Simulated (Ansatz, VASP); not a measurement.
One calculation of Hf, two programs

File INCAR:

```
SYSTEM = Hf
ALGO = Normal
EDIFF = 1E-6
ENCUT = 500
GGA = PE
GGA_COMPAT = .FALSE.
ISIF = 2
ISMEAR = 0
LASPH = .TRUE.
LCHARG = .TRUE.
LELF = .TRUE.
LREAL = .FALSE.
LVHAR = .TRUE.
LWAVE = .FALSE.
NBANDS = 17
NELM = 120
PREC = Accurate
SIGMA = 0.15
```

The input KPOINTS:

```
k-points
0
G
  18 18 10
  0 0 0
```

POSCAR

```
Hf
1.0
    3.4292000000      0.0000000000      0.0000000000
   -1.7146000000      2.9697743147      0.0000000000
    0.0000000000      0.0000000000      4.8650000000
Hf
2
Direct
    0.3333333333      0.6666666667      0.2500000000
    0.6666666667      0.3333333333      0.7500000000
```

Input for Ansatz:

```yaml
crystal:
  lattice:
    - [3.4292, 0.0, 0.0]
    - [-1.7146, 2.9697743147, 0.0]
    - [0.0, 0.0, 4.865]
  atoms:
    - { symbol: Hf, position: [0.3333333333, 0.6666666667, 0.25] }
    - { symbol: Hf, position: [0.6666666667, 0.3333333333, 0.75] }
basis:
  ecutwfc: 420
kpoints:
  mp_grid: { grid: [18, 18, 10] }
hamiltonian:
  xc: pbe
scf:
  occupations: { method: gaussian, width: 0.15 }
output:
  forces: true
  stress: true
  eigenvalues: true
  write_density: true
  write_potential: true
  elf: true
  volumetric_format: npy
```

Alike in both runs: task single point; functional PBE; k mesh 18 × 18 × 10; occupations gaussian, width 0.15 eV; no spin polarisation.

```csv
,VASP,Ansatz
version,VASP 6.6.1,Ansatz 0.2.0
potentials or method,"VASP PAW PBE potentials, release 64 (Hf_pv), cutoff 500 eV","scalar-relativistic, plane waves, PAW"
valence electrons in the cell,20,52
```

|  | VASP | Ansatz | Ansatz less VASP |
| --- | --- | --- | --- |
| gap on the k mesh at the Fermi level (eV) | none | none | - |
| pressure (GPa) | -8.3 | -7.9 | +0.42 |
| traceless stress, the component that is largest in VASP (GPa) | 6.66 | 6.73 | +0.067 |

A gap of «none» marks a metal or a gap that the smearing closes. The functional is the same, so the differences come from potentials, cutoffs and numerics. VASP's potentials hold 20 valence electrons a cell and Ansatz's 52, so a difference there can come from the potentials and not from the codes.

Spin-orbit coupling is off throughout.
